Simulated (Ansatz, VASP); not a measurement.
## BN: VASP beside Ansatz

```
B N
1.0
     2.54397    0.00000    0.00000
    -1.27198    2.20314    0.00000
     0.00000    0.00000    4.20774
B N
2 2
Direct
  0.66667 0.33333 0.01830
  0.33333 0.66667 0.48130
  0.66667 0.33333 0.59846
  0.33333 0.66667 0.15194
```

Change from the starting cell: mode 8 (973.5 1/cm) frozen in, largest displacement +0.113 Å.

Alike in both runs: task single point; functional r2SCAN; k mesh 12 × 12 × 6; occupations gaussian, width 0.05 eV; no spin polarisation.

|  | VASP | Ansatz |
| --- | --- | --- |
| version | VASP 6.6.1 | Ansatz 0.2.0 |
| potentials or method | VASP PAW PBE potentials, release 64 (B, N), cutoff 520 eV | scalar-relativistic, plane waves, PAW |
| valence electrons in the cell | 16 | 16 |

Ansatz gave:

```
gap on the k mesh at the Fermi level (eV)                     : 5.55
least direct gap on the mesh (eV)                             : 8.26
pressure (GPa)                                                : 12.8
traceless stress, the component that is largest in VASP (GPa) : 22.27
rms of the force components (eV/Å)                            : 3.016
```

Problem. What did VASP give for the same quantities?

Solution. gap on the k mesh at the Fermi level (eV): 5.52; least direct gap on the mesh (eV): 8.25; pressure (GPa): 13.9; traceless stress, the component that is largest in VASP (GPa): 22.26; rms of the force components (eV/Å): 3.031.

VASP's potentials were made for PBE, not for r2SCAN. Atom by atom the forces differ by 0.019 eV/Å (rms over components).
